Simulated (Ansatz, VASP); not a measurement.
GaSb3: VASP beside Ansatz

The input INCAR:

```
SYSTEM = GaSb3
PREC = Accurate
ENCUT = 520
EDIFF = 1E-6
ISMEAR = 0
SIGMA = 0.15
LREAL = .False.
LASPH = .True.
NELM = 100
ALGO = Normal
ISIF = 2
LWAVE = .False.
LCHARG = .False.
GGA = PS
IVDW = 12
NBANDS = 22
```

Contents of KPOINTS:

```
regular mesh
0
Gamma
  12 12 12
  0 0 0
```

The input POSCAR:

```
GaSb3
1.0
    0.0000000000      3.5855047185      3.5855047185
    3.5855047185      0.0000000000      3.5855047185
    3.5855047185      3.5855047185      0.0000000000
Ga Sb
1 3
Direct
    0.0139450381     -0.0139450381     -0.0139450381
    0.2500000000      0.2500000000      0.2500000000
    0.7500000000      0.7500000000      0.7500000000
    0.5000000000      0.5000000000      0.5000000000
```

Input for Ansatz:

```yaml
crystal:
  lattice:
    - [0.0, 3.5855047185, 3.5855047185]
    - [3.5855047185, 0.0, 3.5855047185]
    - [3.5855047185, 3.5855047185, 0.0]
  atoms:
    - { symbol: Ga, position: [0.0139450381, -0.0139450381, -0.0139450381] }
    - { symbol: Sb, position: [0.25, 0.25, 0.25] }
    - { symbol: Sb, position: [0.75, 0.75, 0.75] }
    - { symbol: Sb, position: [0.5, 0.5, 0.5] }
basis:
  ecutwfc: 420
kpoints:
  mp_grid: { grid: [12, 12, 12] }
hamiltonian:
  xc: pbesol
  dispersion: d3bj
scf:
  occupations: { method: gaussian, width: 0.15 }
output:
  forces: true
  stress: true
  eigenvalues: true
```

Alike in both runs: task single point; functional PBEsol; dispersion D3(BJ); k mesh 12 × 12 × 12; occupations gaussian, width 0.15 eV; no spin polarisation.

|  | VASP | Ansatz |
| --- | --- | --- |
| version | VASP 6.6.1 | Ansatz 0.2.0 |
| potentials or method | VASP PAW PBE potentials, release 64 (Ga_d, Sb), cutoff 520 eV | scalar-relativistic, plane waves, PAW |
| valence electrons in the cell | 28 | 58 |

```tsv
	VASP	Ansatz	Ansatz less VASP
gap on the k mesh at the Fermi level (eV)	none	none	-
pressure (GPa)	0.6	0.6	-0.07
rms of the force components (eV/Å)	0.073	0.072	-0.0007
```

VASP's potentials were made for PBE, not for PBEsol. Atom by atom the forces differ by 0.001 eV/Å (rms over components). A gap of «none» marks a metal or a gap that the smearing closes. VASP's potentials hold 28 valence electrons a cell and Ansatz's 58, so a difference there can come from the potentials and not from the codes.

Neither program's run includes spin-orbit coupling.
